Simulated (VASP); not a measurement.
**Mg4O: single point with LDA**

Mg4O, a slab with vacuum:

```
CELL_PARAMETERS angstrom
3.14661 0.00000 0.00000
0.00000 5.03889 0.00000
0.00000 0.00000 20.58461
ATOMIC_POSITIONS crystal
Mg 0.00000 0.75000 0.19432
Mg 0.50000 0.25000 0.23845
Mg 0.50000 0.75000 0.33061
Mg 0.00000 0.25000 0.36846
O 0.37500 0.62500 0.49623
```

```
Program                : VASP 6.6.1
Task                   : single point
Functional             : LDA
Potentials or basis    : VASP PAW LDA potentials, release 64 (Mg, O)
Cutoff                 : 520 eV
k mesh                 : 8 × 5 × 1
Occupations            : gaussian, width 0.1 eV
Spin                   : no spin polarisation
Dipole correction      : yes
Further INCAR settings : ALGO = Normal; EDIFF = 1e-06; NBANDS = 15
```

```
Largest force          : 1.646 eV/Å
Band gap on the k mesh : zero (bands 7 and 8 overlap by 0.20 eV)
```

Forces on the atoms (eV/Å):
```
Mg   0.002 -0.028  0.251
Mg   0.013  0.021 -0.004
Mg  -0.033 -0.052  0.383
Mg   0.056  0.262  1.004
O   -0.038 -0.203 -1.633
```

Levels at points of the mesh, in eV from the Fermi level:
| k point | band 4 | band 5 | band 6 | band 7 | band 8 | band 9 | band 10 | band 11 |
| --- | --- | --- | --- | --- | --- | --- | --- | --- |
| (0.00, 0.00, 0.00) | -1.02 | -0.82 | -0.28 | -0.12 | 0.06 | 0.29 | 1.37 | 2.16 |
| (0.50, 0.00, 0.00) | -0.97 | -0.60 | -0.07 | 0.02 | 0.13 | 2.51 | 2.79 | 2.87 |

It took 3.2 min on 1 thread of Intel Xeon 6975P-C, with other jobs on the host, peak memory 0.35 GiB.
